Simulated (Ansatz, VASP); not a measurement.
**Ti in VASP and in Ansatz**

```
Ti
1.0
     0.00000    2.01476    4.90906
     1.88887    0.00000    4.90906
     1.88887    2.01476    0.00000
Ti
2
Direct
  0.84973 0.84973 0.15027
  0.15027 0.15027 0.84973
```

Alike in both runs: task relaxation of cell and atoms; functional PBE; k mesh 6 × 6 × 6; occupations gaussian, width 0.1 eV; no spin polarisation.

```csv
,VASP,Ansatz
version,VASP 6.6.1,Ansatz 0.2.0
potentials or method,"VASP PAW PBE potentials, release 64 (Ti_sv), cutoff 600 eV","scalar-relativistic, plane waves, PAW"
valence electrons in the cell,24,24
```

VASP gave:

- gap on the k mesh at the Fermi level, each at its own relaxed structure (eV): none
- relaxed volume (Å³/atom): 18.65
- relaxed cell length with the largest relative difference (Å): 5.295

Problem. Which values does Ansatz return?

Solution. gap on the k mesh at the Fermi level, each at its own relaxed structure (eV): none; relaxed volume (Å³/atom): 18.68; relaxed cell length with the largest relative difference (Å): 5.306.

A gap of «none» marks a metal or a gap that the smearing closes.

The k mesh is coarse, so the values compare programs but aren't converged.
